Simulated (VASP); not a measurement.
Crystal: ZnGe3.

```
CELL_PARAMETERS angstrom
4.22236 0.00000 0.00000
0.00000 4.22236 0.00000
0.00000 0.00000 4.22236
ATOMIC_POSITIONS crystal
Zn 0.00000 0.00000 0.00000
Ge 0.00000 0.50000 0.50000
Ge 0.50000 0.00000 0.50000
Ge 0.50000 0.50000 0.00000
```

Base run:

```yaml
Program: VASP 6.6.1
Functional: RPBE
Potentials_or_basis: VASP PAW PBE potentials, release 64 (Zn, Ge_d)
Cutoff: 500 eV
k_mesh: 7 × 7 × 7
Occupations: methfessel-paxton, width 0.15 eV
Spin: no spin polarisation
```

Its results: band gap on the k mesh zero (bands 27 and 28 overlap by 3.21 eV); pressure 1.3 GPa.

Task: After a change of settings the same cell gave: band gap on the k mesh zero (bands 27 and 28 overlap by 3.23 eV); pressure -2.9 GPa. Which change was it?
A. functional from RPBE to LDA; potentials or basis from VASP PAW PBE potentials, release 64 (Zn, Ge_d) to VASP PAW LDA potentials, release 64 (Zn, Ge_d)
B. functional from RPBE to r2SCAN; cutoff from 500 eV to 550 eV
C. functional from RPBE to BLYP

Result: B.

Caveats: the PAW data sets were made with another functional, which shifts forces and pressure a little.
